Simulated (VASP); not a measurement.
# NaCl (P4/mmm) in VASP: notebook

Runs on NaCl. Level: PBE. Tasks: single point.

Everything below comes from runs of VASP 6.6.1. Logs are shortened: lines on timing, memory, paths and dates and some standing lists are left out, and cuts for length are marked.

### Step 1. The cell of the first run

Symmetry: P4/mmm, No. 123, tetragonal system. Conventional cell: a = 3.415 Å, b = 3.415 Å, c = 3.327 Å, α = 90.00°, β = 90.00°, γ = 90.00°. Within 3.9 Å of Na (site symmetry 4/mmm) lie 8 Cl at 2.93 Å and 6 Na at 3.33 to 3.41 Å. Within 3.9 Å of Cl (site symmetry 4/mmm) lie 8 Na at 2.93 Å and 6 Cl at 3.33 to 3.41 Å.

### Step 2. Single point, PBE (strain -0.025 along x and y, -0.050 along z)

The input, INCAR:

```
ALGO = Normal
EDIFF = 1E-6
ENCUT = 520
GGA = PE
ISIF = 2
ISMEAR = 0
LASPH = True
LCHARG = True
LELF = True
LREAL = False
LVHAR = True
LWAVE = False
NBANDS = 14
NELM = 80
PREC = Accurate
SIGMA = 0.05
```

The input, KPOINTS:

```
k-points
0
Gamma
  6 6 6
```

The input, POSCAR:

```
NaCl
1.0
    3.4146352500      0.0000000000      0.0000000000
    0.0000000000      3.4146352500      0.0000000000
    0.0000000000      0.0000000000      3.3270805000
Na Cl
1 1
Direct
    0.0000000000      0.0000000000      0.0000000000
    0.5000000000      0.5000000000      0.5000000000
```

Potentials or basis: VASP PAW PBE potentials, release 64 (Na_pv, Cl).

Run with:

```console
$ cat potpaw_PBE.64/Na_pv/POTCAR potpaw_PBE.64/Cl/POTCAR > POTCAR
$ mpirun -np 1 vasp_std > vasp.out
```

OUTCAR:

```text
EDIFF = 1E-6
   ENCUT = 520
   GGA = PE
   ISIF = 2
   ISMEAR = 0
   LASPH = True
   LREAL = False
   NELM = 80
   PREC = Accurate

 ion  position               nearest neighbor table
   1  0.000  0.000  0.000-
   2  0.500  0.500  0.500-

  LATTYP: Found a simple tetragonal cell.
 ALAT       =     3.4146352500
 C/A-ratio  =     0.9743589744

  Lattice vectors:

 A1 = (   3.4146352500,   0.0000000000,   0.0000000000)
 A2 = (   0.0000000000,   3.4146352500,   0.0000000000)
 A3 = (   0.0000000000,   0.0000000000,   3.3270805000)

Analysis of symmetry for initial positions (statically):
=====================================================================
 Subroutine PRICEL returns:
 Original cell was already a primitive cell.

 Routine SETGRP: Setting up the symmetry group for a
 simple tetragonal supercell.

 Subroutine GETGRP returns: Found 16 space group operations
 (whereof 16 operations were pure point group operations)
 out of a pool of 16 trial point group operations.

The static configuration has the point symmetry D_4h.

Analysis of symmetry for dynamics (positions and initial velocities):
=====================================================================
 Subroutine PRICEL returns:
 Original cell was already a primitive cell.

 Routine SETGRP: Setting up the symmetry group for a
 simple tetragonal supercell.

 Subroutine GETGRP returns: Found 16 space group operations
 (whereof 16 operations were pure point group operations)
 out of a pool of 16 trial point group operations.

The dynamic configuration has the point symmetry D_4h.

 Subroutine INISYM returns: Found 16 space group operations
 (whereof 16 operations are pure point group operations),
 and found     1 'primitive' translations

----------------------------------------------------------------------------------------

                                     Primitive cell

  volume of cell :      38.7929

  direct lattice vectors                    reciprocal lattice vectors
     3.414635250  0.000000000  0.000000000     0.292857048  0.000000000  0.000000000
     0.000000000  3.414635250  0.000000000     0.000000000  0.292857048  0.000000000
     0.000000000  0.000000000  3.327080500     0.000000000  0.000000000  0.300563813

  length of vectors
     3.414635250  3.414635250  3.327080500     0.292857048  0.292857048  0.300563813

  position of ions in fractional coordinates (direct lattice)
     0.000000000  0.000000000  0.000000000
     0.500000000  0.500000000  0.500000000

  ion indices of the primitive-cell ions
   primitive index   ion index
                 1           1
                 2           2

----------------------------------------------------------------------------------------

 KPOINTS: k-points

Automatic generation of k-mesh.
 Grid dimensions read from file:
 generate k-points for:    6    6    6

 Generating k-lattice:

  Cartesian coordinates                     Fractional coordinates (reciprocal lattice)
     0.048809508  0.000000000  0.000000000     0.166666667  0.000000000  0.000000000
     0.000000000  0.048809508  0.000000000     0.000000000  0.166666667  0.000000000
     0.000000000  0.000000000  0.050093969     0.000000000  0.000000000  0.166666667

  Length of vectors
     0.048809508  0.048809508  0.050093969

  Shift w.r.t. Gamma in fractional coordinates (k-lattice)
     0.000000000  0.000000000  0.000000000

 Subroutine IBZKPT returns following result:
 ===========================================

 Found     40 irreducible k-points:

 Following reciprocal coordinates:
            Coordinates               Weight
  0.000000  0.000000  0.000000      1.000000
  0.166667  0.000000  0.000000      4.000000
  0.333333  0.000000  0.000000      4.000000
  0.500000  0.000000  0.000000      2.000000
  0.166667  0.166667  0.000000      4.000000
  0.333333  0.166667  0.000000      8.000000
[... 16 lines left out ...]
  0.333333  0.000000  0.333333      8.000000
  0.500000  0.000000  0.333333      4.000000
 [... further k-points ...]
   k-points           NKPTS =     40   k-points in BZ     NKDIM =     40   number of bands    NBANDS=     14
   number of dos      NEDOS =    301   number of ions     NIONS =      2
   total plane-waves  NPLWV =  21952
   dimension x,y,z NGX =    28 NGY =   28 NGZ =   28
   dimension x,y,z NGXF=    56 NGYF=   56 NGZF=   56
   ions per type =               1   1
   NGX,Y,Z   is equivalent  to a cutoff of  13.63, 13.63, 13.99 a.u.
   NGXF,Y,Z  is equivalent  to a cutoff of  27.26, 27.26, 27.98 a.u.
 SYSTEM =  unknown system
   PREC   = accura    normal or accurate (medium, high low for compatibility)
   ISTART =      0    job   : 0-new  1-cont  2-samecut
   ICHARG =      2    charge: 1-file 2-atom 10-const
   ISPIN  =      1    spin polarized calculation?
   LNONCOLLINEAR =      F non collinear calculations
   LSORBIT =      F    spin-orbit coupling
   LASPH  =      T    aspherical Exc in radial PAW
   ENCUT  =  520.0 eV  38.22 Ry    6.18 a.u.   6.35  6.35  6.19*2*pi/ulx,y,z
   NELM   =     80;   NELMIN=  2; NELMDL= -5     # of ELM steps
   EDIFF  = 0.1E-05   stopping-criterion for ELM
   LREAL  =      F    real-space projection
   EDIFFG = 0.1E-04   stopping-criterion for IOM
   NSW    =      0    number of steps for IOM
   IBRION =     -1    ionic relax: 0-MD 1-quasi-New 2-CG
   NFREE  =      0    steps in history (QN), initial steepest desc. (CG)
   ISIF   =      2    stress and relaxation
   ISYM   =      2    0-nonsym 1-usesym 2-fastsym
   POTIM  = 0.5000    time-step for ionic-motion
   TEBEG  =    0.0;   TEEND  =   0.0 temperature during run
   PSTRESS=    0.0 pullay stress
   NELECT =      14.0000    total number of electrons
   NUPDOWN=      -1.0000    fix difference up-down
   EMIN   =  10.00;   EMAX   =-10.00  energy-range for DOS
   EFERMI =   0.00;   METHOD = LEGACY
   ISMEAR =     0;   SIGMA  =   0.05  broadening in eV -4-tet -1-fermi 0-gaus
   EFERMI_NEDOS =   21; number of points for ismear=-14 and -15
   IALGO  =     38    algorithm
   IMIX   =      4    mixing-type and parameters
     AMIX     =   0.40;   BMIX     =  1.00
     AMIX_MAG =   1.60;   BMIX_MAG =  1.00
  volume/ion in A,a.u.               =      19.40       130.89
  Fermi-wavevector in a.u.,A,eV,Ry     =   1.165557  2.202583 18.483830  1.358523
  Thomas-Fermi vector in A             =   2.302081
   LORBIT       =      0    0 simple, 1 ext, 2 COOP (PROOUT), +10 PAW based schemes
   GGA     = PE    functional components
   LHFCALC =     F    Hartree Fock is set to
   AEXX    =    0.0000 exact exchange contribution
   IVDW    =     0    specifies the selected vdW correction
   LEPSILON=     F    determine dielectric tensor
   LRPA    =     F    only Hartree local field effects (RPA)
 non-spin polarized calculation
 Gauss-broadening in eV      SIGMA  =   0.05
  energy-cutoff  :      520.00
  volume of cell :       38.79
 maximum number of plane-waves:      1064
 NGX is ok and might be reduce to    28
   NGX = 13   NGY = 13   NGZ = 13

 number of electron      14.0000004 magnetization

 Free energy of the ion-electron system (eV)
  ---------------------------------------------------
  ext. energy  EPLUGINS =         0.00000000
  ---------------------------------------------------
  free energy    TOTEN  =        -6.42040937 eV

  energy without entropy =       -6.42040937  energy(sigma->0) =       -6.42040937

 E-fermi :   1.6276     XC(G=0):  -8.8816

 val. band max:        1.3040561866   @ k =   0.5000   0.5000   0.0000
 cond. band min:       5.5193348615   @ k =   0.0000   0.0000   0.0000
 fundamental gap:      4.2152786750
 Fermi energy:         1.6276279588

 k-point     1 :       0.0000    0.0000    0.0000
  band No.  band energies     occupation
      1     -20.8196      2.00000
      2     -20.8162      2.00000
      3     -20.8162      2.00000
      4     -12.5782      2.00000
      5       0.5213      2.00000
      6       0.5213      2.00000
      7       0.7738      2.00000
      8       5.5193      0.00000
      9       9.5047      0.00000
     10       9.7690      0.00000
     11      17.1807      0.00000
     12      17.5994      0.00000
     13      17.5995      0.00000
     14      17.7058      0.00000

 k-point     2 :       0.1667    0.0000    0.0000
  band No.  band energies     occupation
      1     -20.8307      2.00000
      2     -20.8184      2.00000
      3     -20.8150      2.00000
      4     -12.4736      2.00000
      5      -0.3715      2.00000
      6       0.5829      2.00000
      7       0.8328      2.00000
      8       6.3019      0.00000
      9       9.9928      0.00000
     10      10.2806      0.00000
     11      15.2605      0.00000
     12      15.7625      0.00000
     13      16.9825      0.00000
     14      17.8084      0.00000

 k-point     3 :       0.3333    0.0000    0.0000
  band No.  band energies     occupation
      1     -20.8593      2.00000
      2     -20.8159      2.00000
      3     -20.8124      2.00000
      4     -12.2502      2.00000
      5      -1.6894      2.00000
      6       0.7115      2.00000
      7       0.9559      2.00000
      8       7.6005      0.00000
      9      10.8563      0.00000
     10      10.9074      0.00000
     11      13.6537      0.00000
     12      14.1841      0.00000
     13      15.9105      0.00000
     14      17.5349      0.00000

 k-point     4 :       0.5000    0.0000    0.0000
  band No.  band energies     occupation
      1     -20.8735      2.00000
      2     -20.8147      2.00000
      3     -20.8110      2.00000
      4     -12.1302      2.00000
      5      -2.2369      2.00000
      6       0.7788      2.00000
      7       1.0202      2.00000
      8       8.4603      0.00000
      9      10.4094      0.00000
     10      11.6638      0.00000
     11      13.0670      0.00000
     12      13.6061      0.00000
     13      14.4879      0.00000
     14      18.6233      0.00000

 k-point     5 :       0.1667    0.1667    0.0000
  band No.  band energies     occupation
      1     -20.8307      2.00000
      2     -20.8269      2.00000
      3     -20.8172      2.00000
      4     -12.3758      2.00000
      5      -0.4069      2.00000
      6      -0.1099      2.00000
      7       0.8940      2.00000
      8       7.0243      0.00000
      9      10.3856      0.00000
     10      10.6982      0.00000
     11      13.6957      0.00000
[... 276 lines left out ...]
 k-point    22 :       0.1667    0.0000    0.3333
  band No.  band energies     occupation
      1     -20.8689      2.00000
      2     -20.8238      2.00000
      3     -20.8102      2.00000
      4     -12.1173      2.00000
      5      -1.5010      2.00000
      6       0.0280      2.00000
      7       0.8184      2.00000
      8       8.0873      0.00000
      9      10.2484      0.00000
     10      11.5561      0.00000
     11      13.3084      0.00000
     12      13.9029      0.00000
     13      16.0286      0.00000
     14      17.2979      0.00000

 k-point    23 :       0.3333    0.0000    0.3333
  band No.  band energies     occupation
      1     -20.8631      2.00000
      2     -20.8486      2.00000
      3     -20.8079      2.00000
      4     -11.9426      2.00000
      5      -1.2672      2.00000
      6      -1.0332      2.00000
      7       0.9615      2.00000
      8       8.0562      0.00000
      9       9.8416      0.00000
     10      12.5242      0.00000
     11      13.5804      0.00000
     12      14.0898      0.00000
     13      14.4034      0.00000
     14      17.7381      0.00000

 k-point    24 :       0.5000    0.0000    0.3333
  band No.  band energies     occupation
      1     -20.8612      2.00000
      2     -20.8599      2.00000
      3     -20.8067      2.00000
      4     -11.8496      2.00000
      5      -1.6351      2.00000
      6      -0.9753      2.00000
      7       1.0365      2.00000
      8       7.5326      0.00000
      9      10.3680      0.00000
     10      12.5648      0.00000
     11      13.4595      0.00000
     12      13.5878      0.00000
     13      14.4673      0.00000
     14      18.9047      0.00000

 [... further k-points ...]
[... 5 lines left out ...]
  --------------------------------------------------------------------------------------
  -------------------------------------------------------------------------------------
  Total        0.6450765      0.6450765      1.2326559      0.0000000      0.0000000      0.0000000
  in kB       26.6421860     26.6421860     50.9096930      0.0000000      0.0000000      0.0000000
  external PRESSURE =      34.7313550 kB  Pullay stress =       0.0000000 kB

 VOLUME and BASIS-vectors are now :
 -----------------------------------------------------------------------------
  energy-cutoff  :      520.00
  volume of cell :       38.79
      direct lattice vectors                 reciprocal lattice vectors
     3.414635250  0.000000000  0.000000000     0.292857048  0.000000000  0.000000000
     0.000000000  3.414635250  0.000000000     0.000000000  0.292857048  0.000000000
     0.000000000  0.000000000  3.327080500     0.000000000  0.000000000  0.300563813

 POSITION                                       TOTAL-FORCE (eV/Angst)
 -----------------------------------------------------------------------------------
      0.00000      0.00000      0.00000         0.000000      0.000000      0.000000
      1.70732      1.70732      1.66354         0.000000      0.000000      0.000000
 -----------------------------------------------------------------------------------
    total drift:                               -0.000000      0.000000      0.000000

  FREE ENERGIE OF THE ION-ELECTRON SYSTEM (eV)
  ---------------------------------------------------
  free  energy   TOTEN  =        -6.4204093721 eV

  energy  without entropy=       -6.4204093721  energy(sigma->0) =       -6.42040937
```

It took 27 s on 1 thread of Intel Xeon 8259CL, shared host; peak memory 0.16 GiB.

Results:

```yaml
Free_energy: -6.4204 eV
Pressure: 3.5 GPa
Band_gap_on_the_k_mesh: 4.22 eV, indirect (least direct gap 4.75 eV)
```

Stress tensor (GPa, compression positive):
```
2.66 0.00 0.00
0.00 2.66 0.00
0.00 0.00 5.09
```

Levels at points of the mesh, in eV from the valence-band top:
| k point | band 4 | band 5 | band 6 | band 7 | band 8 | band 9 | band 10 | band 11 |
| --- | --- | --- | --- | --- | --- | --- | --- | --- |
| (0.00, 0.00, 0.00) | -13.88 | -0.78 | -0.78 | -0.53 | 4.22 | 8.20 | 8.46 | 15.88 |
| (0.50, 0.00, 0.00) | -13.43 | -3.54 | -0.53 | -0.28 | 7.16 | 9.11 | 10.36 | 11.76 |
| (0.50, 0.50, 0.00) | -13.12 | -2.78 | -2.78 | 0.00 | 5.30 | 10.14 | 11.65 | 11.65 |
| (0.00, 0.00, 0.50) | -13.36 | -3.54 | -0.47 | -0.47 | 7.07 | 9.26 | 10.33 | 11.83 |
| (0.50, 0.00, 0.50) | -13.05 | -2.80 | -2.70 | -0.18 | 5.44 | 9.89 | 11.46 | 11.69 |
| (0.50, 0.50, 0.50) | -12.72 | -2.37 | -2.26 | -2.26 | 6.98 | 6.98 | 6.99 | 12.36 |

Caveat: the cell differs from its parent crystal (strain -0.025 along x and y, -0.050 along z). A k mesh can miss the band edges.

### Step 3. Single point, PBE (strain +0.000 along x and y, -0.050 along z)

The input, INCAR:

```
ALGO     = Normal         # electronic algorithm
EDIFF    = 1E-6           # SCF threshold, eV
ENCUT    = 520            # plane-wave cutoff, eV
GGA      = PE             # functional
ISIF     = 2              # what is computed and relaxed
ISMEAR   = 0              # smearing method
LASPH    = T              # aspherical terms in the spheres
LCHARG   = F              # write CHGCAR
LREAL    = F              # projectors in reciprocal space
LWAVE    = F              # write WAVECAR
NBANDS   = 14             # bands
NELM     = 60             # most SCF steps
PREC     = Accurate       # precision mode
SIGMA    = 0.05           # smearing width, eV
```

KPOINTS is that of step 2.

The input, POSCAR:

```
NaCl
1.0
    3.5021900000      0.0000000000      0.0000000000
    0.0000000000      3.5021900000      0.0000000000
    0.0000000000      0.0000000000      3.3270805000
Na Cl
1 1
Direct
    0.0000000000      0.0000000000      0.0000000000
    0.5000000000      0.5000000000      0.5000000000
```

Potentials or basis: VASP PAW PBE potentials, release 64 (Na_pv, Cl).

Run with:

```console
$ cat potpaw_PBE.64/Na_pv/POTCAR potpaw_PBE.64/Cl/POTCAR > POTCAR
$ mpirun -np 1 vasp_std > vasp.out
```

Wall time 28 s (1 thread of Intel Xeon 8259CL, shared host); peak memory 0.16 GiB.

Results (log left out):

* Free energy: -6.4382 eV
* Pressure: 1.6 GPa
* Band gap on the k mesh: 3.88 eV, indirect (least direct gap 4.33 eV)

Stress tensor (GPa, compression positive):
```
0.18 0.00 0.00
0.00 0.18 0.00
0.00 0.00 4.59
```

Levels at points of the mesh, in eV from the valence-band top:
```
           k point  band 5  band 6  band 7  band 8  band 9  band 10
(0.00, 0.00, 0.00)   -0.92   -0.92   -0.45    3.88    8.04     8.57
(0.50, 0.00, 0.00)   -3.41   -0.69   -0.24    6.87    8.54    10.32
(0.50, 0.50, 0.00)   -2.71   -2.71    0.00    5.11   10.08    11.20
(0.00, 0.00, 0.50)   -3.42   -0.59   -0.59    6.74    8.86    10.24
(0.50, 0.00, 0.50)   -2.76   -2.56   -0.33    5.39    9.61    10.86
(0.50, 0.50, 0.50)   -2.37   -2.17   -2.17    6.89    6.89     6.89
```

Caveat: the cell differs from its parent crystal (strain +0.000 along x and y, -0.050 along z).

### Step 4. Single point, PBE (strain -0.025 along x and y, +0.000 along z)

The input, INCAR:

```
ALGO = Normal
EDIFF = 1E-6
ENCUT = 520
GGA = PE
ISIF = 2
ISMEAR = 0
LASPH = T
LCHARG = F
LREAL = F
LWAVE = F
NBANDS = 14
NELM = 100
PREC = Accurate
SIGMA = 0.05
```

KPOINTS is that of step 3.

The input, POSCAR:

```
NaCl
1.0
    3.4146352500      0.0000000000      0.0000000000
    0.0000000000      3.4146352500      0.0000000000
    0.0000000000      0.0000000000      3.5021900000
Na Cl
1 1
Direct
    0.0000000000      0.0000000000      0.0000000000
    0.5000000000      0.5000000000      0.5000000000
```

Run with:

```console
$ cat potpaw_PBE.64/Na_pv/POTCAR potpaw_PBE.64/Cl/POTCAR > POTCAR
$ mpirun -np 1 vasp_std > vasp.out
```

Run time: 30 s. Hardware: 1 thread of Intel Xeon 8259CL, shared host; peak memory 0.16 GiB.

It converged, with:

| Property | Result |
| --- | --- |
| Free energy | -6.4530 eV |
| Pressure | 1.6 GPa |
| Band gap on the k mesh | 4.09 eV, indirect (least direct gap 4.60 eV) |

Stress tensor (GPa, compression positive):
```
2.27 0.00 0.00
0.00 2.27 0.00
0.00 0.00 0.17
```

Levels at points of the mesh, in eV from the valence-band top:
```csv
k point,band 5,band 6,band 7,band 8,band 9,band 10
"(0.00, 0.00, 0.00)",-0.74,-0.51,-0.51,4.09,8.36,8.59
"(0.50, 0.00, 0.00)",-3.23,-0.46,-0.25,6.99,8.90,10.44
"(0.50, 0.50, 0.00)",-2.48,-2.48,-0.16,5.57,9.78,11.26
"(0.00, 0.00, 0.50)",-3.23,-0.29,-0.29,7.09,8.75,10.45
"(0.50, 0.00, 0.50)",-2.55,-2.46,0.00,5.43,10.01,11.21
"(0.50, 0.50, 0.50)",-2.09,-2.09,-2.00,7.06,7.06,7.07
```

Caveat: the cell differs from its parent crystal (strain -0.025 along x and y, +0.000 along z). A k mesh can miss the band edges.

### Step 5. Summary

| cell | gap on the mesh (eV) | pressure (GPa) |
| --- | --- | --- |
| a = 3.415, b = 3.415, c = 3.327 Å, 2 atoms | 4.22 | 3.5 |
| a = 3.502, b = 3.502, c = 3.327 Å, 2 atoms | 3.88 | 1.6 |
| a = 3.415, b = 3.415, c = 3.502 Å, 2 atoms | 4.09 | 1.6 |

Alike in all rows: task single point; level PBE; potentials or basis VASP PAW PBE potentials, release 64 (Na_pv, Cl); no spin polarisation; k mesh 6 × 6 × 6; cutoff (eV) 520; smearing gaussian 0.05 eV.

Total energies depend on the potentials used, so only differences within one code and one set of settings carry meaning.
